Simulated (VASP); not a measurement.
Runs of VASP 6.6.1 on C. The structure is that of space group Fd-3m (No. 227), or close to it. The cells are those of the table. 

```csv
cell,gap on the mesh (eV),pressure (GPa)
"a = 2.465, b = 2.465, c = 2.484 Å, angles 59.7, 59.7, 60.5°, 2 atoms",(c),32.5
"a = 2.504, b = 2.504, c = 2.446 Å, angles 60.8, 60.8, 58.5°, 2 atoms",3.67,24.7
"a = 2.579, b = 2.579, c = 2.598 Å, angles 59.8, 59.8, 60.5°, 2 atoms",(a),-26.2
"a = 2.542, b = 2.542, c = 2.598 Å, angles 59.3, 59.3, 61.5°, 2 atoms",(b),-15.5
"a = 2.579, b = 2.579, c = 2.560 Å, angles 60.2, 60.2, 59.5°, 2 atoms",3.84,-21.1
"a = 2.503, b = 2.503, c = 2.484 Å, angles 60.3, 60.3, 59.5°, 2 atoms",4.03,16.6
"a = 2.465, b = 2.465, c = 2.446 Å, angles 60.3, 60.3, 59.5°, 2 atoms",4.12,41.2
"a = 2.522, b = 2.522, c = 2.484 Å, angles 60.5, 60.5, 59.0°, 2 atoms",3.80,9.4
```

Alike in all rows: task single point; level PBE; potentials or basis VASP PAW PBE potentials, release 64 (C); no spin polarisation; k mesh 12 × 12 × 12; cutoff (eV) 520; smearing gaussian 0.05 eV.

Estimate the missing entries.

(a) 3.64; (b) 2.98; (c) 3.89.

A k mesh can miss the band edges.
